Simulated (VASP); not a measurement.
# Al2O3 (Pnnm) in VASP: settings compared, part 4 of 4

VASP 6.6.1.

## Step 5: Single point, PBEsol

This run uses another cell than the first one, of 13.54 Å³/atom, 1.037 times its volume.

INCAR

```
SYSTEM = Al2O3
ALGO = Normal ; EDIFF = 1E-6
ENCUT = 520 ; GGA = PS
ISIF = 2 ; ISMEAR = -1
LASPH = .True. ; LCHARG = .False.
LREAL = .False. ; LWAVE = .False.
NBANDS = 35 ; NELM = 80
PREC = Accurate ; SIGMA = 0.05
```

KPOINTS

```
k-points
0
Gamma
  6 3 9
  0 0 0
```

POSCAR

```
Al2O3
1.0
    4.6661176993      0.0000000000      0.0000000000
    0.0000000000      9.6609840845      0.0000000000
    0.0000000000      0.0000000000      3.0030375268
Al O
4 6
Direct
    1.0743556950      0.8300776956      0.0000000000
   -0.0743556950      0.1699223044      0.0000000000
    0.5743556950      0.6699223044      0.5000000000
    0.4256443050      0.3300776956      0.5000000000
    0.5000000000      0.5000000000      0.5000000000
    0.2533349209      0.7743933133      0.5000000000
    0.2466650791      0.2743933133      0.0000000000
    0.7533349209      0.7256066867      0.0000000000
    0.0000000000      0.0000000000      0.0000000000
    0.7466650791      0.2256066867      0.5000000000
```

Potentials or basis: VASP PAW PBE potentials, release 64 (Al, O).

Run with:

```
cat potpaw_PBE.64/Al/POTCAR potpaw_PBE.64/O/POTCAR > POTCAR
mpirun -np 1 vasp_std > vasp.out
```

OUTCAR:

```text
SYSTEM = Al2O3
   EDIFF = 1E-6
   ENCUT = 520
   GGA = PS
   ISIF = 2
   ISMEAR = -1
   LASPH = .True.
   LREAL = .False.
   NELM = 80
   PREC = Accurate

 ion  position               nearest neighbor table
   1  0.074  0.830  0.000-   9 1.68   6 1.80   6 1.80   8 1.81   3 3.18   3 3.18   3 3.18   3 3.18
                             2 3.36
   2  0.926  0.170  0.000-   9 1.68  10 1.80  10 1.80   7 1.81   4 3.18   4 3.18   4 3.18   4 3.18
                             1 3.36
   3  0.574  0.670  0.500-   5 1.68   8 1.80   8 1.80   6 1.81   1 3.18   1 3.18   1 3.18   1 3.18
                             4 3.36
   4  0.426  0.330  0.500-   5 1.68   7 1.80   7 1.80  10 1.81   2 3.18   2 3.18   2 3.18   2 3.18
[... 1141 lines left out ...]

 VOLUME and BASIS-vectors are now :
 -----------------------------------------------------------------------------
  energy-cutoff  :      520.00
  volume of cell :      135.37
      direct lattice vectors                 reciprocal lattice vectors
     4.666117699  0.000000000  0.000000000     0.214310925  0.000000000  0.000000000
     0.000000000  9.660984085  0.000000000     0.000000000  0.103509124  0.000000000
     0.000000000  0.000000000  3.003037527     0.000000000  0.000000000  0.332996172

 POSITION                                       TOTAL-FORCE (eV/Angst)
 -----------------------------------------------------------------------------------
      0.34695      8.01937      0.00000         0.009979     -0.049977      0.000000
      4.31917      1.64162      0.00000        -0.009979      0.049977      0.000000
      2.68001      6.47211      1.50152         0.009979      0.049977      0.000000
      1.98611      3.18888      1.50152        -0.009979     -0.049977      0.000000
      2.33306      4.83049      1.50152         0.000000      0.000000      0.000000
      1.18209      7.48140      1.50152         0.005367     -0.004397     -0.000000
      1.15097      2.65091      0.00000        -0.005367     -0.004397      0.000000
      3.51515      7.01007      0.00000         0.005367      0.004397      0.000000
      0.00000      0.00000      0.00000         0.000000      0.000000      0.000000
      3.48403      2.17958      1.50152        -0.005367      0.004397      0.000000
 -----------------------------------------------------------------------------------
    total drift:                               -0.000000      0.000000     -0.000000

  FREE ENERGIE OF THE ION-ELECTRON SYSTEM (eV)
  ---------------------------------------------------
  free  energy   TOTEN  =       -76.9807163405 eV

  energy  without entropy=      -76.9807163405  energy(sigma->0) =      -76.98071634
```

stdout:

```text
POSCAR found type information on POSCAR AlO
 POSCAR found :  2 types and      10 ions
 scaLAPACK will be used
 -----------------------------------------------------------------------------
|                                                                             |
|                                                                             |
|     You enforced a specific xc type in the INCAR file but a different       |
|     I HOPE YOU KNOW WHAT YOU ARE DOING!                                     |
|                                                                             |
 -----------------------------------------------------------------------------

 LDA part: xc-table for (Slater+PW92), standard interpolation
 POSCAR, INCAR and KPOINTS ok, starting setup
 FFT: planning ... GRIDC
 FFT: planning ... GRID_SOFT
 FFT: planning ... GRID
 WAVECAR not read
 entering main loop
```

Run time: 5.7 min. Hardware: 1 thread of AMD EPYC 7R13, shared host; peak memory 0.28 GiB.

Results:

* Free energy: -76.9807 eV
* Pressure: 0.2 GPa
* Largest force: 0.051 eV/Å
* Band gap on the k mesh: 3.40 eV, direct

Forces on the atoms (eV/Å):
```
Al   0.010 -0.050  0.000
Al  -0.010  0.050  0.000
Al   0.010  0.050  0.000
Al  -0.010 -0.050  0.000
O    0.000  0.000  0.000
O    0.005 -0.004  0.000
O   -0.005 -0.004  0.000
O    0.005  0.004  0.000
O    0.000  0.000  0.000
O   -0.005  0.004  0.000
```

Stress tensor (GPa, compression positive):
```
0.05 0.00 0.00
0.00 0.54 0.00
0.00 0.00 0.06
```

Caveat: the PAW data sets were made with another functional, which shifts forces and pressure a little. PBEsol gaps usually lie below the measured ones, often by a third to a half.

## Step 6: Single point, RPBE

This run uses another cell than the first one, of 13.77 Å³/atom, 1.054 times its volume.

INCAR

```
SYSTEM = Al2O3
  PREC = Accurate
  ENCUT = 520
  EDIFF = 1E-7
  ISMEAR = -1
  SIGMA = 0.05
  LREAL = .False.
  LASPH = .True.
  NELM = 60
  ALGO = Normal
  ISIF = 2
  LWAVE = .False.
  LCHARG = .True.
  GGA = RP
  LELF = .True.
  LVHAR = .True.
  NBANDS = 35
```

KPOINTS

```
regular mesh
0
Gamma
  6 3 9
  0 0 0
```

POSCAR

```
Al2O3
1.0
    4.6137770000      0.0000000000      0.0000000000
    0.0000000000      9.5632790000      0.0000000000
    0.0000000000      0.0000000000      3.1198620000
Al O
4 6
Direct
    0.9829750000      0.8245730000      0.0000000000
    0.0170250000      0.1754270000      0.0000000000
    0.4829750000      0.6754270000      0.5000000000
    0.5170250000      0.3245730000      0.5000000000
    0.5000000000      0.5000000000      0.5000000000
    0.1236350000      0.7530500000      0.5000000000
    0.3763650000      0.2530500000      0.0000000000
    0.6236350000      0.7469500000      0.0000000000
    0.0000000000      0.0000000000      0.0000000000
    0.8763650000      0.2469500000      0.5000000000
```

Potentials or basis: VASP PAW PBE potentials, release 64 (Al, O).

Run with:

```
cat potpaw_PBE.64/Al/POTCAR potpaw_PBE.64/O/POTCAR > POTCAR
mpirun -np 1 vasp_std > vasp.out
```

OUTCAR:

```text
SYSTEM = Al2O3
   PREC = Accurate
   ENCUT = 520
   EDIFF = 1E-7
   ISMEAR = -1
   LREAL = .False.
   LASPH = .True.
   NELM = 60
   ISIF = 2
   GGA = RP

 ion  position               nearest neighbor table
   1  0.983  0.825  0.000-   9 1.68   8 1.82   6 1.82   6 1.82   3 3.13   3 3.13   3 3.13   3 3.13
                             2 3.36
   2  0.017  0.175  0.000-   9 1.68   7 1.82  10 1.82  10 1.82   4 3.13   4 3.13   4 3.13   4 3.13
                             1 3.36
   3  0.483  0.675  0.500-   5 1.68   6 1.82   8 1.82   8 1.82   1 3.13   1 3.13   1 3.13   1 3.13
                             4 3.36
   4  0.517  0.325  0.500-   5 1.68  10 1.82   7 1.82   7 1.82   2 3.13   2 3.13   2 3.13   2 3.13
[... 1141 lines left out ...]

 VOLUME and BASIS-vectors are now :
 -----------------------------------------------------------------------------
  energy-cutoff  :      520.00
  volume of cell :      137.66
      direct lattice vectors                 reciprocal lattice vectors
     4.613777000  0.000000000  0.000000000     0.216742162  0.000000000  0.000000000
     0.000000000  9.563279000  0.000000000     0.000000000  0.104566645  0.000000000
     0.000000000  0.000000000  3.119862000     0.000000000  0.000000000  0.320526998

 POSITION                                       TOTAL-FORCE (eV/Angst)
 -----------------------------------------------------------------------------------
      4.53523      7.88562      0.00000        -0.043896     -0.051401      0.000000
      0.07855      1.67766      0.00000         0.043896      0.051401     -0.000000
      2.22834      6.45930      1.55993        -0.043896      0.051401      0.000000
      2.38544      3.10398      1.55993         0.043896     -0.051401     -0.000000
      2.30689      4.78164      1.55993         0.000000     -0.000000      0.000000
      0.57042      7.20163      1.55993         0.141984     -0.160136      0.000000
      1.73646      2.41999      0.00000        -0.141984     -0.160136     -0.000000
      2.87731      7.14329      0.00000         0.141984      0.160136      0.000000
      0.00000      0.00000      0.00000         0.000000     -0.000000      0.000000
      4.04335      2.36165      1.55993        -0.141984      0.160136     -0.000000
 -----------------------------------------------------------------------------------
    total drift:                                0.000000     -0.000000     -0.000000

  FREE ENERGIE OF THE ION-ELECTRON SYSTEM (eV)
  ---------------------------------------------------
  free  energy   TOTEN  =       -70.6700358323 eV

  energy  without entropy=      -70.6700358323  energy(sigma->0) =      -70.67003583
```

Wall time 5.9 min (1 thread of AMD EPYC 7R13, shared host); peak memory 0.28 GiB.

Results:

```
Free energy            : -70.6700 eV
Pressure               : 2.6 GPa
Largest force          : 0.214 eV/Å
Band gap on the k mesh : 3.68 eV, direct
```

Forces in eV/Å, atoms in the order of the input:
```
Al  -0.044 -0.051  0.000
Al   0.044  0.051  0.000
Al  -0.044  0.051  0.000
Al   0.044 -0.051  0.000
O    0.000  0.000  0.000
O    0.142 -0.160  0.000
O   -0.142 -0.160  0.000
O    0.142  0.160  0.000
O    0.000  0.000  0.000
O   -0.142  0.160  0.000
```

Caveat: the PAW data sets were made with another functional, which shifts forces and pressure a little.

## Step 7: Overview

| level | cell | k mesh | smearing | gap on the mesh (eV) | pressure (GPa) | largest force (eV/Å) |
| --- | --- | --- | --- | --- | --- | --- |
| PBEsol+D4 | a = 4.550, b = 9.581, c = 2.995 Å, 10 atoms | 5 × 3 × 7 | fermi-dirac 0.05 eV | 3.45 | 0.2 | 0.05 |
| RPBE | a = 4.764, b = 9.760, c = 3.050 Å, 10 atoms | 6 × 3 × 9 | fermi-dirac 0.05 eV | 3.45 | -0.4 | 0.01 |
| PBE | a = 4.614, b = 9.563, c = 3.120 Å, 10 atoms | 6 × 3 × 9 | gaussian 0.011 eV | 3.51 | -0.1 | 0.19 |
| PBEsol | a = 4.666, b = 9.661, c = 3.003 Å, 10 atoms | 6 × 3 × 9 | fermi-dirac 0.05 eV | 3.40 | 0.2 | 0.05 |
| RPBE | a = 4.614, b = 9.563, c = 3.120 Å, 10 atoms | 6 × 3 × 9 | fermi-dirac 0.05 eV | 3.68 | 2.6 | 0.21 |

Alike in all rows: task single point; potentials or basis VASP PAW PBE potentials, release 64 (Al, O); no spin polarisation; cutoff (eV) 520.

Caveats: the PAW data sets were made with another functional, which shifts forces and pressure a little (some runs).

Absolute energies hang on the potentials; compare differences alone.
